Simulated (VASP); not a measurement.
Wanted: the native input for a VASP 6.6.1 run.

| Quantity | Value |
| --- | --- |
| Task | single point |
| Functional | PBEsol |
| Potentials or basis | VASP PAW PBE potentials, release 64 (Ti_sv, Si) |
| Cutoff | 520 eV |
| k mesh | 18 × 18 × 12 |
| Occupations | gaussian, width 0.15 eV |
| Spin | no spin polarisation |
| Dipole correction | no |
| Further INCAR settings | ALGO = Normal; EDIFF = 1e-06; NBANDS = 15 |

The structure of TiSi lies in POSCAR:

```
TiSi
1.0
    1.8161780000     -2.1176240000      0.0000000000
    1.8161780000      2.1176240000      0.0000000000
    0.0000000000      0.0000000000      3.9180520200
Ti Si
1 1
Direct
    0.5000000000      0.5000000000      0.0000000000
    0.0000000000      0.0000000000      0.5000000000
```

This cell differs from its parent crystal: strain +0.000 along x and y, +0.030 along z.

These files were run (other wordings do the same):

INCAR

```
SYSTEM = TiSi
PREC = Accurate ; ENCUT = 520
EDIFF = 1E-6 ; ISMEAR = 0
SIGMA = 0.15 ; LREAL = .FALSE.
LASPH = .TRUE. ; NELM = 80
ALGO = Normal ; ISIF = 2
LWAVE = .FALSE. ; LCHARG = .FALSE.
GGA = PS ; NBANDS = 15
```

KPOINTS

```
Automatic mesh
0
G
  18 18 12
  0 0 0
```

Potentials or basis: VASP PAW PBE potentials, release 64 (Ti_sv, Si).

Run with:

```console
$ cat potpaw_PBE.64/Ti_sv/POTCAR potpaw_PBE.64/Si/POTCAR > POTCAR
$ mpirun -np 1 vasp_std > vasp.out
```

It gave:

```
Pressure               : -8.3 GPa
Band gap on the k mesh : zero (bands 8 and 9 overlap by 1.53 eV)
```

Caveat: the cell differs from its parent crystal (strain +0.000 along x and y, +0.030 along z); the cell stands under tension; the PAW data sets were made with another functional, which shifts forces and pressure a little.

Run time: 2.5 min on 1 thread of Intel(R) Xeon(R) Platinum 8124M CPU @ 3.00GHz (Skylake/Cascade Lake), with other jobs on the host, peak memory 0.39 GiB.
